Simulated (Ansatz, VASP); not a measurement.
YAl3N4 in VASP and in Ansatz

```
Y Al N
1.0
    -2.34668    2.34668    4.46799
     2.34668   -2.34668    4.46799
     2.34668    2.34668   -4.46799
Y Al N
1 3 4
Cartesian
  0.0000 0.0000 4.4680
  0.0000 0.0000 0.0000
  2.3467 0.0000 2.2340
  0.0000 2.3467 2.2340
  1.0381 1.0381 -1.2296
  1.3085 -1.3085 5.6976
  1.3085 1.3085 3.2384
  -1.3085 1.3085 5.6976
```

Alike in both runs: functional PBE; k mesh 6 × 6 × 6; occupations gaussian, width 0.1 eV; no spin polarisation.

Ansatz relaxed the structure, and its values are those at the end. VASP's run is a single point on that final structure, the one shown.

|  | VASP | Ansatz |
| --- | --- | --- |
| version | VASP 6.6.1 | Ansatz 0.2.0 |
| potentials or method | VASP PAW PBE potentials, release 64 (Y_sv, Al, N), cutoff 520 eV | scalar-relativistic, plane waves, PAW |
| valence electrons in the cell | 40 | 40 |

Ansatz gave:

* gap on the k mesh at the Fermi level (eV): 2.57
* least direct gap on the mesh (eV): 3.01
* pressure (GPa): 0.0

Problem. Which values does VASP return?

Solution. gap on the k mesh at the Fermi level (eV): 2.56; least direct gap on the mesh (eV): 3.00; pressure (GPa): -0.2.
